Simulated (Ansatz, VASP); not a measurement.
**One calculation of Mo4C, two programs**

```xyz
5
Lattice="3.1112 0.0000 0.0000 0.0000 3.1112 0.0000 0.0000 0.0000 21.5098" Properties=species:S:1:pos:R:3 pbc="T T T"
Mo    1.5556    1.5556    4.0000
Mo    0.0000    0.0000    5.5556
Mo    1.5556    1.5556    7.1521
Mo    0.0000    0.0000    8.5098
C     0.7778    0.7778    9.9898
```

Alike in both runs: task single point; functional LDA; k mesh 9 × 9 × 1; occupations gaussian, width 0.1 eV; no spin polarisation.

|  | VASP | Ansatz |
| --- | --- | --- |
| version | VASP 6.6.1 | Ansatz 0.2.0 |
| potentials or method | VASP PAW LDA potentials, release 64 (Mo_sv, C), cutoff 520 eV | scalar-relativistic, plane waves, PAW |
| valence electrons in the cell | 60 | 60 |

```csv
,VASP,Ansatz,Ansatz less VASP
gap on the k mesh at the Fermi level (eV),none,none,-
rms of the force components (eV/Å),1.223,1.225,+0.0022
"work function, face that differs most (eV)",4.18,4.18,-0.002
```

LDA's correlation is that of Perdew and Zunger in VASP and of Perdew and Wang (1992) in Ansatz. Atom by atom the forces differ by 0.034 eV/Å (rms over components). A gap of «none» marks a metal or a gap that the smearing closes.
